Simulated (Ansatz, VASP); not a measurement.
AlCu3: VASP beside Ansatz

Contents of INCAR:

```
SYSTEM = AlCu3
PREC = Accurate
ENCUT = 520
EDIFF = 1E-6
ISMEAR = 0
SIGMA = 0.15
LREAL = .False.
LASPH = .True.
NELM = 80
ALGO = Normal
ISIF = 2
LWAVE = .False.
LCHARG = .True.
GGA = PS
LELF = .True.
LVHAR = .True.
NBANDS = 26
```

The input KPOINTS:

```
Automatic mesh
0
Gamma
  12 12 12
  0 0 0
```

File POSCAR:

```
AlCu3
1.0
    3.6317788563      0.0000000000      0.0000000000
    0.0000000000      3.6317788563      0.0000000000
    0.0000000000      0.0000000000      3.6317788563
Al Cu
1 3
Direct
    0.0000000000      0.0000000000      0.0000000000
    0.5000000000      0.5000000000      0.0000000000
    0.5000000000      0.0000000000      0.5000000000
    0.0000000000      0.5000000000      0.5000000000
```

Input for Ansatz:

```yaml
crystal:
  lattice:
    - [3.6317788563, 0.0, 0.0]
    - [0.0, 3.6317788563, 0.0]
    - [0.0, 0.0, 3.6317788563]
  atoms:
    - { symbol: Al, position: [0.0, 0.0, 0.0] }
    - { symbol: Cu, position: [0.5, 0.5, 0.0] }
    - { symbol: Cu, position: [0.5, 0.0, 0.5] }
    - { symbol: Cu, position: [0.0, 0.5, 0.5] }
basis:
  ecutwfc: 520.0
kpoints:
  mp_grid: { grid: [12, 12, 12] }
hamiltonian:
  xc: pbesol
  pseudopotentials: { kind: paw, azcp: { folder: soft_1 } }
scf:
  occupations: { method: gaussian, width: 0.15 }
output:
  forces: true
  stress: true
  eigenvalues: true
  write_density: true
  write_potential: true
  elf: true
  volumetric_format: npy
```

Alike in both runs: task single point; functional PBEsol; k mesh 12 × 12 × 12; occupations gaussian, width 0.15 eV; no spin polarisation.

```csv
,VASP,Ansatz
version,VASP 6.6.1,Ansatz 0.2.0
potentials or method,"VASP PAW PBE potentials, release 64 (Al, Cu), cutoff 520 eV","scalar-relativistic, plane waves, PAW"
valence electrons in the cell,36,60
```

|  | VASP | Ansatz | Ansatz less VASP |
| --- | --- | --- | --- |
| gap on the k mesh at the Fermi level (eV) | none | none | - |
| pressure (GPa) | 0.5 | 0.0 | -0.52 |

VASP's potentials were made for PBE, not for PBEsol, and Ansatz warns of the same on its side. A gap of «none» marks a metal or a gap that the smearing closes. VASP's potentials hold 36 valence electrons a cell and Ansatz's 60, so a difference there can come from the potentials and not from the codes.
